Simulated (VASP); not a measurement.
Wanted: the native input for a VASP 6.6.1 run.

| Property | Result |
| --- | --- |
| Task | single point |
| Functional | RPBE |
| Potentials or basis | VASP PAW PBE potentials, release 64 (Pd) |
| Cutoff | 520 eV |
| k mesh | 9 × 9 × 13 |
| Occupations | fermi-dirac, width 0.05 eV |
| Spin | collinear spin |
| Starting moments | [0.5, 0.5, 0.5] μB |
| Dipole correction | no |
| Further INCAR settings | ALGO = Normal; EDIFF = 1e-06; NBANDS = 26 |

The structure of Pd lies in POSCAR:

```
Pd
1.0
    4.6687945852      0.0000000000      0.0000000000
   -2.3343972926      4.0432947158      0.0000000000
    0.0000000000      0.0000000000      2.7691054869
Pd
3
Direct
    1.0000000000      1.0000000000      0.0000000000
    0.3333333333      0.6666666667      0.5000000000
    0.6666666667      0.3333333333      0.5000000000
```

This isn't the form of Pd at room conditions, which is fcc.

One way to write it, as run:

INCAR

```
SYSTEM = Pd
PREC = Accurate
ENCUT = 520
EDIFF = 1E-6
ISMEAR = -1
SIGMA = 0.05
LREAL = .FALSE.
LASPH = .TRUE.
NELM = 150
ALGO = Normal
ISIF = 2
LWAVE = .FALSE.
LCHARG = .FALSE.
ISPIN = 2
MAGMOM = 0.5 0.5 0.5
LORBIT = 11
LMAXMIX = 4
GGA = RP
NBANDS = 26
```

KPOINTS

```
regular mesh
0
G
  9 9 13
  0 0 0
```

Potentials or basis: VASP PAW PBE potentials, release 64 (Pd).

Run with:

```sh
$ cat potpaw_PBE.64/Pd/POTCAR > POTCAR
$ mpirun -np 1 vasp_std > vasp.out
```

Results of the run:

The pressure is -8.6 GPa. The net moment is 0.65 μB per cell and the site moments are Pd +0.23, +0.21 (each value once) μB. The valence electrons inside the program's atomic spheres are Pd 9.14, 9.21 (each value once).

Caveat: the cell stands under tension; a moment this small can come from the mesh or the smearing; the PAW data sets were made with another functional, which shifts forces and pressure a little.

Run time: 120 s on 1 thread of Intel(R) Xeon(R) 6975P-C (Granite Rapids) (shared host), peak memory 0.3 GiB.
